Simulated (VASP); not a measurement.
# MgB2 (P6/mmm) in VASP: a series of runs, part 3 of 3

VASP 6.6.1.

**6. Electric field gradients, LDA (zz strain of +3 %)**

The input, INCAR:

```
PREC = Accurate
ENCUT = 520
EDIFF = 1E-8
ISMEAR = -1
SIGMA = 0.05
LREAL = False
LASPH = True
NELM = 100
ALGO = Normal
ISIF = 2
LWAVE = False
LCHARG = False
LEFG = True
NBANDS = 11
```

The input, KPOINTS:

```
regular mesh
0
Gamma
  12 12 9
```

The input, POSCAR:

```
MgB2
1.0
    3.0850007055      0.0000000000      0.0000000000
   -1.5425003528      2.6716889817      0.0000000000
    0.0000000000      0.0000000000      3.6286900000
Mg B
1 2
Direct
    0.0000000000      0.0000000000      0.0000000000
    0.3333333333      0.6666666667      0.5000000000
    0.6666666667      0.3333333333      0.5000000000
```

Potentials or basis: VASP PAW LDA potentials, release 64 (Mg, B).

On the command line:

```
$ cat potpaw_LDA.64/Mg/POTCAR potpaw_LDA.64/B/POTCAR > POTCAR
$ mpirun -np 1 vasp_std > vasp.out
```

OUTCAR:

```text
PREC = Accurate
   ENCUT = 520
   EDIFF = 1E-8
   ISMEAR = -1
   LREAL = False
   LASPH = True
   NELM = 100
   ISIF = 2

 ion  position               nearest neighbor table
   1  0.000  0.000  0.000-   2 2.54   3 2.54   2 2.54   3 2.54   3 2.54   3 2.54   2 2.54   2 2.54
                             3 2.54   3 2.54   2 2.54   2 2.54
   2  0.333  0.667  0.500-   3 1.78   3 1.78   3 1.78   1 2.54   1 2.54   1 2.54   1 2.54   1 2.54
                             1 2.54
   3  0.667  0.333  0.500-   2 1.78   2 1.78   2 1.78   1 2.54   1 2.54   1 2.54   1 2.54   1 2.54
                             1 2.54

  LATTYP: Found a hexagonal cell.
 ALAT       =     3.0850007055
 C/A-ratio  =     1.1762363599

  Lattice vectors:

 A1 = (   3.0850007055,   0.0000000000,   0.0000000000)
 A2 = (  -1.5425003528,   2.6716889817,   0.0000000000)
 A3 = (   0.0000000000,   0.0000000000,   3.6286900000)

Analysis of symmetry for initial positions (statically):
=====================================================================
 Subroutine PRICEL returns:
 Original cell was already a primitive cell.

 Routine SETGRP: Setting up the symmetry group for a
 hexagonal supercell.

 Subroutine GETGRP returns: Found 24 space group operations
 (whereof 24 operations were pure point group operations)
 out of a pool of 24 trial point group operations.

The static configuration has the point symmetry D_6h.

Analysis of symmetry for dynamics (positions and initial velocities):
=====================================================================
 Subroutine PRICEL returns:
 Original cell was already a primitive cell.

 Routine SETGRP: Setting up the symmetry group for a
 hexagonal supercell.

 Subroutine GETGRP returns: Found 24 space group operations
 (whereof 24 operations were pure point group operations)
 out of a pool of 24 trial point group operations.

The dynamic configuration has the point symmetry D_6h.

 Subroutine INISYM returns: Found 24 space group operations
 (whereof 24 operations are pure point group operations),
 and found     1 'primitive' translations

----------------------------------------------------------------------------------------

                                     Primitive cell

  volume of cell :      29.9083

  direct lattice vectors                    reciprocal lattice vectors
     3.085000706  0.000000000  0.000000000     0.324149034  0.187147532  0.000000000
    -1.542500353  2.671688982  0.000000000     0.000000000  0.374295065  0.000000000
     0.000000000  0.000000000  3.628690000     0.000000000  0.000000000  0.275581546

  length of vectors
     3.085000706  3.085000706  3.628690000     0.374295065  0.374295065  0.275581546

  position of ions in fractional coordinates (direct lattice)
     0.000000000  0.000000000  0.000000000
     0.333333333  0.666666667  0.500000000
     0.666666667  0.333333333  0.500000000

  ion indices of the primitive-cell ions
   primitive index   ion index
                 1           1
                 2           2
                 3           3

[... 87 lines left out ...]
   EFERMI_NEDOS =   21; number of points for ismear=-14 and -15
   IALGO  =     38    algorithm
   IMIX   =      4    mixing-type and parameters
     AMIX     =   0.40;   BMIX     =  1.00
     AMIX_MAG =   1.60;   BMIX_MAG =  1.00
  volume/ion in A,a.u.               =       9.97        67.28
  Fermi-wavevector in a.u.,A,eV,Ry     =   1.054811  1.993303 15.138187  1.112625
  Thomas-Fermi vector in A             =   2.189985
   LORBIT       =      0    0 simple, 1 ext, 2 COOP (PROOUT), +10 PAW based schemes
   GGA     = CA    functional components
   LHFCALC =     F    Hartree Fock is set to
   AEXX    =    0.0000 exact exchange contribution
   IVDW    =     0    specifies the selected vdW correction
   LEPSILON=     F    determine dielectric tensor
   LRPA    =     F    only Hartree local field effects (RPA)
 non-spin polarized calculation
  energy-cutoff  :      520.00
  volume of cell :       29.91
 maximum number of plane-waves:       820
 NGX is ok and might be reduce to    24
   NGX = 11   NGY = 11   NGZ = 13

 number of electron       8.0000000 magnetization

 Free energy of the ion-electron system (eV)
  ---------------------------------------------------
  ext. energy  EPLUGINS =         0.00000000
  ---------------------------------------------------
  free energy    TOTEN  =       -17.19367924 eV

  energy without entropy =      -17.18820841  energy(sigma->0) =      -17.19094383

 E-fermi :   4.9672     XC(G=0): -10.9691

 val. band max:        4.9303495590   @ k =   0.0833   0.0000   0.1111
 cond. band min:       5.0159984676   @ k =   0.4167   0.0833   0.0000
 fundamental gap:      0.0856489086
 Fermi energy:         4.9671525636

 k-point     1 :       0.0000    0.0000    0.0000
  band No.  band energies     occupation
      1      -7.1227      2.00000
      2       1.8565      2.00000
      3       5.4804      0.00007
      4       5.4804      0.00007
      5       6.1073      0.00000
      6      11.4485      0.00000
      7      11.4485      0.00000
      8      13.3822      0.00000
      9      14.7591      0.00000
     10      17.5930      0.00000
     11      20.6526      0.00000
[... 309 lines left out ...]
 k-point    24 :       0.3333    0.0000    0.1111
  band No.  band energies     occupation
      1      -5.1453      2.00000
      2       0.1989      2.00000
      3       2.9893      2.00000
      4       3.4416      2.00000
      5       8.6076      0.00000
      6       9.3562      0.00000
      7      10.2862      0.00000
      8      13.9200      0.00000
      9      16.7198      0.00000
     10      17.1603      0.00000
     11      17.6704      0.00000

 [... further k-points ...]
[... 5 lines left out ...]
  --------------------------------------------------------------------------------------
  -------------------------------------------------------------------------------------
  Total       -1.7024515     -1.7024515     -2.6464800      0.0000000     -0.0000000      0.0000000
  in kB      -91.1998856    -91.1998856   -141.7712499      0.0000000     -0.0000000      0.0000000
  external PRESSURE =    -108.0570070 kB  Pullay stress =       0.0000000 kB

 VOLUME and BASIS-vectors are now :
 -----------------------------------------------------------------------------
  energy-cutoff  :      520.00
  volume of cell :       29.91
      direct lattice vectors                 reciprocal lattice vectors
     3.085000706  0.000000000  0.000000000     0.324149034  0.187147532  0.000000000
    -1.542500353  2.671688982  0.000000000     0.000000000  0.374295065  0.000000000
     0.000000000  0.000000000  3.628690000     0.000000000  0.000000000  0.275581546

 POSITION                                       TOTAL-FORCE (eV/Angst)
 -----------------------------------------------------------------------------------
      0.00000      0.00000      0.00000        -0.000000      0.000000      0.000000
     -0.00000      1.78113      1.81435        -0.000000     -0.000000      0.000000
      1.54250      0.89056      1.81435         0.000000      0.000000     -0.000000
 -----------------------------------------------------------------------------------
    total drift:                                0.000000     -0.000000      0.000000

  FREE ENERGIE OF THE ION-ELECTRON SYSTEM (eV)
  ---------------------------------------------------
  free  energy   TOTEN  =       -17.1936792402 eV

  energy  without entropy=      -17.1882084114  energy(sigma->0) =      -17.19094383

 Electric field gradients (V/A^2)
---------------------------------------------------------------------
 ion       V_xx      V_yy      V_zz      V_xy      V_xz      V_yz
---------------------------------------------------------------------
   1       0.059     0.059    -0.117    -0.000    -0.000     0.000
   2     -10.179   -10.179    20.359     0.000     0.000    -0.000
   3     -10.179   -10.179    20.359     0.000     0.000    -0.000
---------------------------------------------------------------------

 Electric field gradients after diagonalization (V/A^2)
 (convention: |V_zz| > |V_xx| > |V_yy|)
----------------------------------------------------------------------
 ion       V_xx      V_yy      V_zz     asymmetry (V_yy - V_xx)/ V_zz
----------------------------------------------------------------------
   1       0.059     0.059    -0.117       0.000
   2     -10.179   -10.179    20.359       0.000
   3     -10.179   -10.179    20.359       0.000
----------------------------------------------------------------------

           NMR quadrupolar parameters

 Cq : quadrupolar parameter    Cq=e*Q*V_zz/h
 eta: asymmetry parameters     (V_yy - V_xx)/ V_zz
 Q  : nuclear electric quadrupole moment in mb (millibarn)
----------------------------------------------------------------------
 ion       Cq(MHz)       eta       Q (mb)
----------------------------------------------------------------------
   1      -0.000       0.000       1.000
   2       0.049       0.000       1.000
   3       0.049       0.000       1.000
----------------------------------------------------------------------
```

OSZICAR:

```text
N       E                     dE             d eps       ncg     rms          rms(c)
DAV:   1     0.208618201049E+01    0.20862E+01   -0.38054E+03  2226   0.613E+02
DAV:   2    -0.186159339807E+02   -0.20702E+02   -0.19480E+02  2687   0.104E+02
DAV:   3    -0.191390870778E+02   -0.52315E+00   -0.52056E+00  2716   0.141E+01
DAV:   4    -0.191402792864E+02   -0.11922E-02   -0.11921E-02  2420   0.731E-01
DAV:   5    -0.191402830010E+02   -0.37146E-05   -0.37147E-05  2658   0.425E-02    0.525E+00
DAV:   6    -0.174475689049E+02    0.16927E+01   -0.23719E+00  2371   0.675E+00    0.228E+00
DAV:   7    -0.172040404275E+02    0.24353E+00   -0.10905E+00  2453   0.458E+00    0.694E-01
DAV:   8    -0.172060249129E+02   -0.19845E-02   -0.15245E-01  2349   0.194E+00    0.430E-01
DAV:   9    -0.171939544797E+02    0.12070E-01   -0.28731E-02  2345   0.735E-01    0.790E-02
DAV:  10    -0.171936824129E+02    0.27207E-03   -0.18508E-03  2574   0.228E-01    0.197E-02
DAV:  11    -0.171936802153E+02    0.21976E-05   -0.36230E-05  2351   0.390E-02    0.402E-03
DAV:  12    -0.171936794014E+02    0.81391E-06   -0.61248E-06  2474   0.105E-02    0.201E-03
DAV:  13    -0.171936792475E+02    0.15391E-06   -0.39901E-07  2387   0.337E-03    0.448E-04
DAV:  14    -0.171936792402E+02    0.73530E-08   -0.36802E-08  2545   0.103E-03
   1 F= -.17193679E+02 E0= -.17190944E+02  d E =-.547083E-02
```

Run time: 38 s. Hardware: 1 thread of AMD EPYC 7R43 (Zen 3), shared host; peak memory 0.12 GiB.

What came out:

- Free energy: -17.1937 eV
- Pressure: -10.8 GPa
- Band gap on the k mesh: zero (band 4 reaches 6.65 eV, above the bottom of band 5 at 3.20 eV)

Electric field gradients, principal values (V/Å²):
```csv
atom,least,middle,greatest (by size)
1 Mg,0.059,0.059,-0.117
2 B,-10.179,-10.179,20.359
3 B,-10.179,-10.179,20.359
```

Caveat: the cell differs from its parent crystal (zz strain of +3 %); without QUAD_EFG the Cq values of the log hold for a quadrupole moment of 1 mb, not for the nuclei.

**7. Summary**

| cell | gap on the mesh (eV) | pressure (GPa) |
| --- | --- | --- |
| a = 2.992, b = 2.992, c = 3.523 Å, angles 90.0, 90.0, 120.0°, 3 atoms | none | 2.5 |
| a = 3.085, b = 3.085, c = 3.593 Å, angles 90.0, 90.0, 120.0°, 3 atoms | none | -10.0 |
| a = 3.085, b = 3.085, c = 3.629 Å, angles 90.0, 90.0, 120.0°, 3 atoms | none | -10.8 |

Alike in all rows: task electric field gradients; level LDA; potentials or basis VASP PAW LDA potentials, release 64 (Mg, B); no spin polarisation; k mesh 12 × 12 × 9; cutoff (eV) 520; smearing fermi-dirac 0.05 eV.

Absolute energies hang on the potentials; compare differences alone.
